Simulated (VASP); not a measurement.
Ge, 2 atoms in the cell. It takes space group I4_1/amd (No. 141, tetragonal). The conventional cell has a = 3.680 Å, b = 3.680 Å, c = 5.884 Å, α = 90.00°, β = 90.00°, γ = 90.00°. Within 3.1 Å of Ge (site symmetry -4m2) lie 4 Ge at 2.36 Å.  This cell differs from its parent crystal: strain -0.080 along x and y, +0.040 along z.

- Program: VASP 6.6.1
- Task: single point
- Functional: PBE
- Potentials or basis: VASP PAW PBE potentials, release 64 (Ge_d)
- Cutoff: 500 eV
- k mesh: 14 × 14 × 14
- Occupations: gaussian, width 0.15 eV
- Spin: no spin polarisation
- Dipole correction: no
- Further INCAR settings: ALGO = Normal; EDIFF = 1e-06; NBANDS = 21

Potentials or basis: VASP PAW PBE potentials, release 64 (Ge_d).

The run is started by

```console
$ cat potpaw_PBE.64/Ge_d/POTCAR > POTCAR
$ mpirun -np 1 vasp_std > vasp.out
```

Hardware: 1 thread of Intel(R) Xeon(R) 6975P-C (Granite Rapids) (shared host).

Q: Estimate the wall time of this run.

A: Run time: 63 s on 1 thread of Intel(R) Xeon(R) 6975P-C (Granite Rapids), with other jobs on the host, peak memory 0.27 GiB. Counts: scf iterations 10, k points 244.
